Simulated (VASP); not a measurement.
# Mo (I4/mmm) in VASP: further runs, part 2 of 2

VASP 6.6.1. Earlier steps stand in the parts before.

### Step 3. Single point, PBE (uniaxial strain along c: +6.0 %)

The input, INCAR:

```
PREC = Accurate
ENCUT = 520
EDIFF = 1E-7
ISMEAR = 0
SIGMA = 0.1
LREAL = F
LASPH = T
NELM = 60
ALGO = Fast
ISIF = 2
LWAVE = F
LCHARG = F
GGA = PE
NBANDS = 21
```

The input, KPOINTS:

```
regular mesh
0
Gamma
  16 16 16
```

The input, POSCAR:

```
Mo
1.0
    3.1131931529      0.0000000000      0.0000000000
    0.0000000000      3.1131931529      0.0000000000
    0.0000000000      0.0000000000      3.3502383168
Mo
2
Direct
    0.0000000000      0.0000000000      0.0000000000
    0.5000000000      0.5000000000      0.5000000000
```

Potentials or basis: VASP PAW PBE potentials, release 64 (Mo_sv).

Command:

```bash
cat potpaw_PBE.64/Mo_sv/POTCAR > POTCAR
mpirun -np 1 vasp_std > vasp.out
```

OUTCAR:

```text
PREC = Accurate
   ENCUT = 520
   EDIFF = 1E-7
   ISMEAR = 0
   LREAL = F
   LASPH = T
   NELM = 60
   ISIF = 2
   GGA = PE

 ion  position               nearest neighbor table
   1  0.000  0.000  0.000-   2 2.77   2 2.77   2 2.77   2 2.77   2 2.77   2 2.77   2 2.77   2 2.77

   2  0.500  0.500  0.500-   1 2.77   1 2.77   1 2.77   1 2.77   1 2.77   1 2.77   1 2.77   1 2.77

  LATTYP: Found a simple tetragonal cell.
 ALAT       =     3.1131931529
 C/A-ratio  =     1.0761421320

  Lattice vectors:

 A1 = (   3.1131931529,   0.0000000000,   0.0000000000)
 A2 = (   0.0000000000,   3.1131931529,   0.0000000000)
 A3 = (   0.0000000000,   0.0000000000,   3.3502383168)

Analysis of symmetry for initial positions (statically):
=====================================================================
 Subroutine PRICEL returns following result:

  LATTYP: Found a body centered tetragonal cell.
 ALAT       =     3.1131931529
 C/A-ratio  =     1.0761421320

  Lattice vectors:

 A1 = (  -1.5565965765,  -1.5565965764,  -1.6751191584)
 A2 = (   1.5565965765,   1.5565965764,  -1.6751191584)
 A3 = (   1.5565965765,  -1.5565965765,   1.6751191584)

   2 primitive cells build up your supercell.

 Routine SETGRP: Setting up the symmetry group for a
 simple tetragonal supercell.

 Subroutine GETGRP returns: Found 16 space group operations
 (whereof 16 operations were pure point group operations)
 out of a pool of 16 trial point group operations.

The static configuration has the point symmetry D_4h.

Analysis of symmetry for dynamics (positions and initial velocities):
=====================================================================
 Subroutine PRICEL returns following result:

  LATTYP: Found a body centered tetragonal cell.
 ALAT       =     3.1131931529
 C/A-ratio  =     1.0761421320

  Lattice vectors:

 A1 = (  -1.5565965765,  -1.5565965764,  -1.6751191584)
[... 119 lines left out ...]
   TEBEG  =    0.0;   TEEND  =   0.0 temperature during run
   PSTRESS=    0.0 pullay stress
   NELECT =      28.0000    total number of electrons
   NUPDOWN=      -1.0000    fix difference up-down
   EMIN   =  10.00;   EMAX   =-10.00  energy-range for DOS
   EFERMI =   0.00;   METHOD = LEGACY
   ISMEAR =     0;   SIGMA  =   0.10  broadening in eV -4-tet -1-fermi 0-gaus
   EFERMI_NEDOS =   21; number of points for ismear=-14 and -15
   IALGO  =     68    algorithm
   IMIX   =      4    mixing-type and parameters
     AMIX     =   0.40;   BMIX     =  1.00
     AMIX_MAG =   1.60;   BMIX_MAG =  1.00
  volume/ion in A,a.u.               =      16.24       109.56
  Fermi-wavevector in a.u.,A,eV,Ry     =   1.558230  2.944628 33.036044  2.428081
  Thomas-Fermi vector in A             =   2.661765
   LORBIT       =      0    0 simple, 1 ext, 2 COOP (PROOUT), +10 PAW based schemes
   GGA     = PE    functional components
   LHFCALC =     F    Hartree Fock is set to
   AEXX    =    0.0000 exact exchange contribution
   IVDW    =     0    specifies the selected vdW correction
   LEPSILON=     F    determine dielectric tensor
   LRPA    =     F    only Hartree local field effects (RPA)
 non-spin polarized calculation
 RMM-DIIS sequential band-by-band and
 Gauss-broadening in eV      SIGMA  =   0.10
  energy-cutoff  :      520.00
  volume of cell :       32.47
 maximum number of plane-waves:       896
 NGX is ok and might be reduce to    24
   NGX = 11   NGY = 11   NGZ = 13

 number of electron      27.9999995 magnetization

 Free energy of the ion-electron system (eV)
  ---------------------------------------------------
  ext. energy  EPLUGINS =         0.00000000
  ---------------------------------------------------
  free energy    TOTEN  =       -21.75768120 eV

  energy without entropy =      -21.74988350  energy(sigma->0) =      -21.75378235

 E-fermi :  12.0014     XC(G=0): -13.1769

 val. band max:       12.0010759445   @ k =   0.4375   0.0000   0.1875
 cond. band min:      12.0070098402   @ k =   0.5000   0.3750   0.1250
 fundamental gap:      0.0059338957
 Fermi energy:        12.0014178765

 k-point     1 :       0.0000    0.0000    0.0000
  band No.  band energies     occupation
      1     -49.2797      2.00000
      2     -48.8972      2.00000
      3     -23.6103      2.00000
      4     -23.4168      2.00000
      5     -23.4168      2.00000
      6     -22.6381      2.00000
[... 565 lines left out ...]
     20      15.7477      0.00000
     21      26.1808      0.00000

 [... further k-points ...]
[... 5 lines left out ...]
  --------------------------------------------------------------------------------------
  -------------------------------------------------------------------------------------
  Total        0.1119018      0.1119018     -3.6946843      0.0000000      0.0000000      0.0000000
  in kB        5.5215338      5.5215338   -182.3056294      0.0000000      0.0000000      0.0000000
  external PRESSURE =     -57.0875206 kB  Pullay stress =       0.0000000 kB

 VOLUME and BASIS-vectors are now :
 -----------------------------------------------------------------------------
  energy-cutoff  :      520.00
  volume of cell :       32.47
      direct lattice vectors                 reciprocal lattice vectors
     3.113193153  0.000000000  0.000000000     0.321213606  0.000000000  0.000000000
     0.000000000  3.113193153  0.000000000     0.000000000  0.321213606  0.000000000
     0.000000000  0.000000000  3.350238317     0.000000000  0.000000000  0.298486229

 POSITION                                       TOTAL-FORCE (eV/Angst)
 -----------------------------------------------------------------------------------
      0.00000      0.00000      0.00000         0.000000     -0.000000     -0.000000
      1.55660      1.55660      1.67512        -0.000000      0.000000      0.000000
 -----------------------------------------------------------------------------------
    total drift:                                0.000000      0.000000     -0.000000

  FREE ENERGIE OF THE ION-ELECTRON SYSTEM (eV)
  ---------------------------------------------------
  free  energy   TOTEN  =       -21.7576812048 eV

  energy  without entropy=      -21.7498834989  energy(sigma->0) =      -21.75378235
```

It took 1.7 min on 1 thread of Intel Xeon Platinum 8559C (Emerald Rapids), shared host; peak memory 0.3 GiB.

What came out:

```yaml
Free_energy: -21.7577 eV
Pressure: -5.7 GPa
Band_gap_on_the_k_mesh: zero (bands 14 and 15 overlap by 2.61 eV)
```

Caveat: the cell differs from its parent crystal (uniaxial strain along c: +6.0 %); the cell stands under tension.

### Step 4. Single point, PBE (uniaxial strain along c: -6.0 %)

The input, INCAR:

```
SYSTEM = Mo
PREC     = Accurate       ! precision mode
ENCUT    = 520            ! plane-wave cutoff, eV
EDIFF    = 1E-6           ! SCF threshold, eV
ISMEAR   = 0              ! smearing method
SIGMA    = 0.1            ! smearing width, eV
LREAL    = .False.        ! projectors in reciprocal space
LASPH    = .True.         ! aspherical terms in the spheres
NELM     = 100            ! most SCF steps
ALGO     = Fast           ! electronic algorithm
ISIF     = 2              ! what is computed and relaxed
LWAVE    = .False.        ! write WAVECAR
LCHARG   = .False.        ! write CHGCAR
GGA      = PE             ! functional
NBANDS   = 21             ! bands
```

The input, KPOINTS:

```
regular mesh
0
Gamma
  16 16 16
  0 0 0
```

The input, POSCAR:

```
Mo
1.0
    3.2080112185      0.0000000000      0.0000000000
    0.0000000000      3.2080112185      0.0000000000
    0.0000000000      0.0000000000      2.9709660545
Mo
2
Direct
    0.0000000000      0.0000000000      0.0000000000
    0.5000000000      0.5000000000      0.5000000000
```

Potentials or basis: VASP PAW PBE potentials, release 64 (Mo_sv).

Command:

```bash
cat potpaw_PBE.64/Mo_sv/POTCAR > POTCAR
mpirun -np 1 vasp_std > vasp.out
```

OUTCAR:

```text
SYSTEM = Mo
   PREC = Accurate
   ENCUT = 520
   EDIFF = 1E-6
   ISMEAR = 0
   LREAL = .False.
   LASPH = .True.
   NELM = 100
   ISIF = 2
   GGA = PE

 ion  position               nearest neighbor table
   1  0.000  0.000  0.000-   2 2.71   2 2.71   2 2.71   2 2.71   2 2.71   2 2.71   2 2.71   2 2.71

   2  0.500  0.500  0.500-   1 2.71   1 2.71   1 2.71   1 2.71   1 2.71   1 2.71   1 2.71   1 2.71

  LATTYP: Found a simple tetragonal cell.
 ALAT       =     3.2080112185
 C/A-ratio  =     0.9261083744

  Lattice vectors:

 A1 = (   3.2080112185,   0.0000000000,   0.0000000000)
 A2 = (   0.0000000000,   3.2080112185,   0.0000000000)
 A3 = (   0.0000000000,   0.0000000000,   2.9709660545)

Analysis of symmetry for initial positions (statically):
=====================================================================
 Subroutine PRICEL returns following result:

  LATTYP: Found a body centered tetragonal cell.
 ALAT       =     3.2080112185
 C/A-ratio  =     0.9261083744

  Lattice vectors:

 A1 = (  -1.6040056092,  -1.6040056092,  -1.4854830272)
 A2 = (   1.6040056092,   1.6040056092,  -1.4854830272)
 A3 = (   1.6040056092,  -1.6040056092,   1.4854830272)

   2 primitive cells build up your supercell.

 Routine SETGRP: Setting up the symmetry group for a
 simple tetragonal supercell.

 Subroutine GETGRP returns: Found 16 space group operations
 (whereof 16 operations were pure point group operations)
 out of a pool of 16 trial point group operations.

The static configuration has the point symmetry D_4h.

Analysis of symmetry for dynamics (positions and initial velocities):
=====================================================================
 Subroutine PRICEL returns following result:

  LATTYP: Found a body centered tetragonal cell.
 ALAT       =     3.2080112185
 C/A-ratio  =     0.9261083744

  Lattice vectors:
[... 120 lines left out ...]
   POTIM  = 0.5000    time-step for ionic-motion
   TEBEG  =    0.0;   TEEND  =   0.0 temperature during run
   PSTRESS=    0.0 pullay stress
   NELECT =      28.0000    total number of electrons
   NUPDOWN=      -1.0000    fix difference up-down
   EMIN   =  10.00;   EMAX   =-10.00  energy-range for DOS
   EFERMI =   0.00;   METHOD = LEGACY
   ISMEAR =     0;   SIGMA  =   0.10  broadening in eV -4-tet -1-fermi 0-gaus
   EFERMI_NEDOS =   21; number of points for ismear=-14 and -15
   IALGO  =     68    algorithm
   IMIX   =      4    mixing-type and parameters
     AMIX     =   0.40;   BMIX     =  1.00
     AMIX_MAG =   1.60;   BMIX_MAG =  1.00
  volume/ion in A,a.u.               =      15.29       103.17
  Fermi-wavevector in a.u.,A,eV,Ry     =   1.589782  3.004253 34.387476  2.527408
  Thomas-Fermi vector in A             =   2.688579
   LORBIT       =      0    0 simple, 1 ext, 2 COOP (PROOUT), +10 PAW based schemes
   GGA     = PE    functional components
   LHFCALC =     F    Hartree Fock is set to
   AEXX    =    0.0000 exact exchange contribution
   IVDW    =     0    specifies the selected vdW correction
   LEPSILON=     F    determine dielectric tensor
   LRPA    =     F    only Hartree local field effects (RPA)
 non-spin polarized calculation
 RMM-DIIS sequential band-by-band and
 Gauss-broadening in eV      SIGMA  =   0.10
  energy-cutoff  :      520.00
  volume of cell :       30.58
 maximum number of plane-waves:       844
 NGX is ok and might be reduce to    24
   NGX = 11   NGY = 11   NGZ = 11

 number of electron      28.0000002 magnetization

 Free energy of the ion-electron system (eV)
  ---------------------------------------------------
  ext. energy  EPLUGINS =         0.00000000
  ---------------------------------------------------
  free energy    TOTEN  =       -21.71990830 eV

  energy without entropy =      -21.71315771  energy(sigma->0) =      -21.71653300

 E-fermi :  12.9587     XC(G=0): -13.5143

 val. band max:       12.9538729910   @ k =   0.1250   0.0000   0.3750
 cond. band min:      12.9602279171   @ k =   0.1875   0.1250   0.0625
 fundamental gap:      0.0063549261
 Fermi energy:        12.9587481125

 k-point     1 :       0.0000    0.0000    0.0000
  band No.  band energies     occupation
      1     -48.3197      2.00000
      2     -47.8341      2.00000
      3     -22.6415      2.00000
      4     -22.6415      2.00000
      5     -22.3805      2.00000
      6     -21.5481      2.00000
[... 565 lines left out ...]
     20      16.0994      0.00000
     21      27.3867      0.00000

 [... further k-points ...]
[... 5 lines left out ...]
  --------------------------------------------------------------------------------------
  -------------------------------------------------------------------------------------
  Total        0.4195549      0.4195549      5.0730173      0.0000000      0.0000000      0.0000000
  in kB       21.9851770     21.9851770    265.8321341      0.0000000      0.0000000      0.0000000
  external PRESSURE =     103.2674961 kB  Pullay stress =       0.0000000 kB

 VOLUME and BASIS-vectors are now :
 -----------------------------------------------------------------------------
  energy-cutoff  :      520.00
  volume of cell :       30.58
      direct lattice vectors                 reciprocal lattice vectors
     3.208011218  0.000000000  0.000000000     0.311719608  0.000000000  0.000000000
     0.000000000  3.208011218  0.000000000     0.000000000  0.311719608  0.000000000
     0.000000000  0.000000000  2.970966054     0.000000000  0.000000000  0.336590853

 POSITION                                       TOTAL-FORCE (eV/Angst)
 -----------------------------------------------------------------------------------
      0.00000      0.00000      0.00000        -0.000000      0.000000     -0.000000
      1.60401      1.60401      1.48548         0.000000     -0.000000      0.000000
 -----------------------------------------------------------------------------------
    total drift:                                0.000000     -0.000000     -0.000000

  FREE ENERGIE OF THE ION-ELECTRON SYSTEM (eV)
  ---------------------------------------------------
  free  energy   TOTEN  =       -21.7199082966 eV

  energy  without entropy=      -21.7131577075  energy(sigma->0) =      -21.71653300
```

stdout:

```text
POSCAR found type information on POSCAR Mo
 POSCAR found :  1 types and       2 ions
 scaLAPACK will be used
 LDA part: xc-table for (Slater+PW92), standard interpolation
 POSCAR, INCAR and KPOINTS ok, starting setup
 FFT: planning ... GRIDC
 FFT: planning ... GRID_SOFT
 FFT: planning ... GRID
 WAVECAR not read
 entering main loop
```

Wall time 2 min (1 thread of Intel Xeon 6975P-C (Granite Rapids), shared host); peak memory 0.3 GiB.

Results:

- Free energy: -21.7199 eV
- Pressure: 10.3 GPa
- Band gap on the k mesh: zero (bands 14 and 15 overlap by 2.75 eV)

Caveat: the cell differs from its parent crystal (uniaxial strain along c: -6.0 %); the cell stands under pressure.

### Step 5. Single point, PBE (uniaxial strain along c: -6.0 %, then relaxed in part)

The input, INCAR:

```
SYSTEM = Mo
PREC = Accurate
ENCUT = 520
EDIFF = 1E-7
ISMEAR = 0
SIGMA = 0.1
LREAL = .FALSE.
LASPH = .TRUE.
NELM = 60
ALGO = Fast
ISIF = 2
LWAVE = .FALSE.
LCHARG = .FALSE.
GGA = PE
NBANDS = 21
```

The input, KPOINTS:

```
regular mesh
0
G
  16 16 16
  0 0 0
```

The input, POSCAR:

```
Mo
1.0
    3.2162977394      0.0000000000      0.0000000000
    0.0000000000      3.2162977394      0.0000000000
    0.0000000000      0.0000000000      2.9709660545
Mo
2
Direct
    0.0000000000      0.0000000000      0.0000000000
    0.5000000000      0.5000000000      0.5000000000
```

Potentials or basis: VASP PAW PBE potentials, release 64 (Mo_sv).

Command:

```bash
cat potpaw_PBE.64/Mo_sv/POTCAR > POTCAR
mpirun -np 1 vasp_std > vasp.out
```

OUTCAR:

```text
SYSTEM = Mo
   PREC = Accurate
   ENCUT = 520
   EDIFF = 1E-7
   ISMEAR = 0
   LREAL = .FALSE.
   LASPH = .TRUE.
   NELM = 60
   ISIF = 2
   GGA = PE

 ion  position               nearest neighbor table
   1  0.000  0.000  0.000-   2 2.72   2 2.72   2 2.72   2 2.72   2 2.72   2 2.72   2 2.72   2 2.72

   2  0.500  0.500  0.500-   1 2.72   1 2.72   1 2.72   1 2.72   1 2.72   1 2.72   1 2.72   1 2.72

  LATTYP: Found a simple tetragonal cell.
 ALAT       =     3.2162977394
 C/A-ratio  =     0.9237223339

  Lattice vectors:

 A1 = (   3.2162977394,   0.0000000000,   0.0000000000)
 A2 = (   0.0000000000,   3.2162977394,   0.0000000000)
 A3 = (   0.0000000000,   0.0000000000,   2.9709660545)

Analysis of symmetry for initial positions (statically):
=====================================================================
 Subroutine PRICEL returns following result:

  LATTYP: Found a body centered tetragonal cell.
 ALAT       =     3.2162977394
 C/A-ratio  =     0.9237223339

  Lattice vectors:

 A1 = (  -1.6081488697,  -1.6081488697,  -1.4854830273)
 A2 = (   1.6081488697,   1.6081488697,  -1.4854830272)
[... 175 lines left out ...]

 Free energy of the ion-electron system (eV)
  ---------------------------------------------------
  ext. energy  EPLUGINS =         0.00000000
  ---------------------------------------------------
  free energy    TOTEN  =       -21.72133353 eV

  energy without entropy =      -21.71455416  energy(sigma->0) =      -21.71794384

 E-fermi :  12.8712     XC(G=0): -13.4848

 val. band max:       12.8696767009   @ k =   0.4375   0.1875   0.0625
 cond. band min:      12.8768564500   @ k =   0.4375   0.0625   0.0000
 fundamental gap:      0.0071797491
 Fermi energy:        12.8711719236

 k-point     1 :       0.0000    0.0000    0.0000
  band No.  band energies     occupation
      1     -48.4024      2.00000
      2     -47.9270      2.00000
      3     -22.7225      2.00000
      4     -22.7225      2.00000
      5     -22.4558      2.00000
      6     -21.6443      2.00000
[... 565 lines left out ...]
     20      15.9728      0.00000
     21      27.2500      0.00000

 [... further k-points ...]
[... 5 lines left out ...]
  --------------------------------------------------------------------------------------
  -------------------------------------------------------------------------------------
  Total        0.1088223      0.1088223      4.8704182      0.0000000      0.0000000      0.0000000
  in kB        5.6730702      5.6730702    253.9023096      0.0000000      0.0000000      0.0000000
  external PRESSURE =      88.4161500 kB  Pullay stress =       0.0000000 kB

 VOLUME and BASIS-vectors are now :
 -----------------------------------------------------------------------------
  energy-cutoff  :      520.00
  volume of cell :       30.73
      direct lattice vectors                 reciprocal lattice vectors
     3.216297739  0.000000000  0.000000000     0.310916489  0.000000000  0.000000000
     0.000000000  3.216297739  0.000000000     0.000000000  0.310916489  0.000000000
     0.000000000  0.000000000  2.970966054     0.000000000  0.000000000  0.336590853

 POSITION                                       TOTAL-FORCE (eV/Angst)
 -----------------------------------------------------------------------------------
      0.00000      0.00000      0.00000        -0.000000      0.000000      0.000000
      1.60815      1.60815      1.48548         0.000000     -0.000000     -0.000000
 -----------------------------------------------------------------------------------
    total drift:                                0.000000      0.000000     -0.000000

  FREE ENERGIE OF THE ION-ELECTRON SYSTEM (eV)
  ---------------------------------------------------
  free  energy   TOTEN  =       -21.7213335275 eV

  energy  without entropy=      -21.7145541605  energy(sigma->0) =      -21.71794384
```

stdout:

```text
POSCAR found type information on POSCAR Mo
 POSCAR found :  1 types and       2 ions
 scaLAPACK will be used
 LDA part: xc-table for (Slater+PW92), standard interpolation
 POSCAR, INCAR and KPOINTS ok, starting setup
 FFT: planning ... GRIDC
 FFT: planning ... GRID_SOFT
 FFT: planning ... GRID
 WAVECAR not read
 entering main loop
WARNING in EDDRMM: call to ZHEGV failed, returncode =   6  3     20
WARNING in EDDRMM: call to ZHEGV failed, returncode =   8  4     20
```

Run time: 2.3 min. Hardware: 1 thread of Intel Xeon 6975P-C (Granite Rapids), shared host; peak memory 0.3 GiB.

Results:

- Free energy: -21.7213 eV
- Pressure: 8.8 GPa
- Band gap on the k mesh: zero (bands 14 and 15 overlap by 2.73 eV)

Caveat: the cell differs from its parent crystal (uniaxial strain along c: -6.0 %, then relaxed in part); the cell stands under pressure.

### Step 6. The runs side by side

```csv
cell,further INCAR settings,gap on the mesh (eV),pressure (GPa)
"a = 3.114, b = 3.114, c = 3.350 Å, 2 atoms",ALGO = Fast; EDIFF = 1e-06; NBANDS = 21,none,-5.8
"a = 3.113, b = 3.113, c = 3.350 Å, 2 atoms",ALGO = Fast; EDIFF = 1e-07; NBANDS = 21,none,-5.7
"a = 3.208, b = 3.208, c = 2.971 Å, 2 atoms",ALGO = Fast; EDIFF = 1e-06; NBANDS = 21,none,10.3
"a = 3.216, b = 3.216, c = 2.971 Å, 2 atoms",ALGO = Fast; EDIFF = 1e-07; NBANDS = 21,none,8.8
```

Alike in all rows: task single point; level PBE; potentials or basis VASP PAW PBE potentials, release 64 (Mo_sv); no spin polarisation; k mesh 16 × 16 × 16; cutoff (eV) 520; smearing gaussian 0.1 eV.

Caveats: the cell stands under tension (at least some runs); the cell stands under pressure (at least some runs).

Absolute energies hang on the potentials; compare differences alone.
